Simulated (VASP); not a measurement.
Here is a VASP 6.6.1 calculation.

The input INCAR:

```
SYSTEM = ZrC
PREC = Accurate
ENCUT = 520
EDIFF = 1E-6
ISMEAR = 0
SIGMA = 0.1
LREAL = .FALSE.
LASPH = .TRUE.
NELM = 60
ALGO = Normal
ISIF = 2
LWAVE = .FALSE.
LCHARG = .FALSE.
GGA = PE
NBANDS = 15
```

The input KPOINTS:

```
regular mesh
0
G
  16 16 16
  0 0 0
```

The input POSCAR:

```
ZrC
1.0
    0.0000000000      2.3543976075      2.3543976075
    2.3543976075      0.0000000000      2.3543976075
    2.3543976075      2.3543976075      0.0000000000
Zr C
1 1
Direct
    0.5000000000      0.5000000000      0.5000000000
    0.0000000000      0.0000000000      0.0000000000
```

Potentials or basis: VASP PAW PBE potentials, release 64 (Zr_sv, C).

Command:

```console
$ cat potpaw_PBE.64/Zr_sv/POTCAR potpaw_PBE.64/C/POTCAR > POTCAR
$ mpirun -np 1 vasp_std > vasp.out
```

**Question.** Estimate the band gap on the k mesh.

**Answer.** Zero (band 8 reaches 10.48 eV, above the bottom of band 9 at 9.18 eV).

**Question.** What does it give for the pressure?

**Answer.** 0.2 GPa.
